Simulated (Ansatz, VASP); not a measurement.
ZrO2 in VASP and in Ansatz

```
Zr O
1.0
     3.62081    0.00000    0.00000
     0.00000    3.62081    0.00000
     0.00000    0.00000    5.28415
Zr O
2 4
Direct
  0.00000 0.00000 0.00000
  0.50000 0.50000 0.50000
  0.00000 0.50000 0.19251
  0.00000 0.50000 0.69251
  0.50000 0.00000 0.30749
  0.50000 0.00000 0.80749
```

Alike in both runs: functional PBE; k mesh 8 × 8 × 6; occupations fermi-dirac, width 0.02 eV; no spin polarisation.

Ansatz relaxed the structure, and its values are those at the end. VASP's run is a single point on that final structure, the one shown.

```csv
,VASP,Ansatz
version,VASP 6.6.1,Ansatz 0.2.0
potentials or method,"VASP PAW PBE potentials, release 64 (Zr_sv, O), cutoff 600 eV",PAW plane waves
valence electrons in the cell,48,48
```

Ansatz gave:

```
gap on the k mesh at the Fermi level (eV) : 4.05
pressure (GPa)                            : 0.0
rms of the force components (eV/Å)        : 0.000
```

Q: Which values does VASP return?

A: gap on the k mesh at the Fermi level (eV): 4.03; pressure (GPa): 0.1; rms of the force components (eV/Å): 0.012.
